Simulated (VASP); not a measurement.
The system is LiCaF3.

```
CELL_PARAMETERS angstrom
3.76124 0.00000 0.00000
0.00000 3.76124 0.00000
0.00000 0.00000 3.76124
ATOMIC_POSITIONS crystal
Ca 0.00000 0.00000 0.00000
F 0.50000 0.00000 0.50000
F 0.50000 0.50000 0.00000
F 0.00000 0.50000 0.50000
Li 0.50000 0.50000 0.50000
```

Base run:

```yaml
Program: VASP 6.6.1
Functional: PBE
Potentials_or_basis: VASP PAW PBE potentials, release 64 (Ca_sv, F, Li_sv)
Cutoff: 520 eV
k_mesh: 7 × 7 × 7
Occupations: fermi-dirac, width 0.05 eV
Spin: no spin polarisation
```

Its results: band gap on the k mesh 6.52 eV, indirect (least direct gap 6.59 eV).

Problem. After a change of settings the same cell gave: band gap on the k mesh 6.39 eV, indirect (least direct gap 6.47 eV). Which change was it?
A. functional from PBE to r2SCAN
B. functional from PBE to revPBE
C. functional from PBE to LDA; potentials or basis from VASP PAW PBE potentials, release 64 (Ca_sv, F, Li_sv) to VASP PAW LDA potentials, release 64 (Ca_sv, F, Li_sv)

Solution. C.
